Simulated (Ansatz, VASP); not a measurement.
**BN in VASP and in Ansatz**

```
B N
1.0
     2.49824    0.00000    0.00000
    -1.24912    2.16354    0.00000
     0.00000    0.00000    6.63570
B N
2 2
Direct
  0.33333 0.66667 0.25000
  0.66667 0.33333 0.75000
  0.33333 0.66667 0.75000
  0.66667 0.33333 0.25000
```

Alike in both runs: task relaxation of cell and atoms; functional PBE; k mesh 12 × 12 × 4; no spin polarisation.

```csv
,VASP,Ansatz
version,VASP 6.6.1,Ansatz 0.2.0
potentials or method,"VASP PAW PBE potentials, release 64 (B, N)","plane waves, PAW"
plane-wave cutoff (eV),600,420
occupations,"gaussian, width 0.01 eV",fixed
valence electrons in the cell,16,16
```

|  | VASP | Ansatz | Ansatz less VASP |
| --- | --- | --- | --- |
| relaxed volume (Å³/atom) | 10.44 | 11.44 | +1.000 |
| relaxed cell length with the largest relative difference (Å) | 7.638 | 8.370 | +0.7322 |

One of these differences is far larger than is usual between the two programs; its cause wasn't traced.

Noted on VASP's run: the volume moved by over 15 % at a fixed basis, so the end points are rough.
